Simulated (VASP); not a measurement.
# ZnSe: vibrations by perturbation theory with PBE

ZnSe:

```
CELL_PARAMETERS angstrom
0.00000 2.92508 2.92508
2.92508 0.00000 2.92508
2.92508 2.92508 0.00000
ATOMIC_POSITIONS crystal
Zn 0.00000 0.00000 0.00000
Se 0.75000 0.75000 0.75000
```

* Program: VASP 6.6.1
* Task: vibrations by perturbation theory
* Functional: PBE
* Potentials or basis: VASP PAW PBE potentials, release 64 (Zn, Se)
* Cutoff: 520 eV
* k mesh: 8 × 8 × 8
* Occupations: gaussian, width 0.01 eV
* Spin: no spin polarisation
* Dipole correction: no
* Further INCAR settings: ALGO = Normal; EDIFF = 1e-08; IBRION = 8; NSW = 1

| Item | Value |
| --- | --- |
| Electronic dielectric tensor (diagonal) | 8.88 |
| Born charges (mean of the diagonal) | Zn +2.25; Se -2.25 e |
| Highest phonon frequency at Γ, LO-TO splitting left out | 176 cm⁻¹ |

Phonon frequencies in cm⁻¹ (negative: imaginary):
```tsv
q point	frequencies
(0.000, 0.000, 0.000)	0 0 0 176 176 176
```

Electronic dielectric tensor:
```
8.88 0.00 0.00
0.00 8.88 0.00
0.00 0.00 8.88
```

Born effective charge tensors (e):
atom 1, Zn
```
2.25 0.00 0.00
0.00 2.25 0.00
0.00 0.00 2.25
```
atom 2, Se
```
-2.25  0.00  0.00
 0.00 -2.25  0.00
 0.00  0.00 -2.25
```

It took 9 min on 1 thread of AMD EPYC 7R13 Processor (Zen 3), with other jobs on the host, peak memory 0.3 GiB.

Caveat: the cell wasn't relaxed at this level first, which shifts response properties.
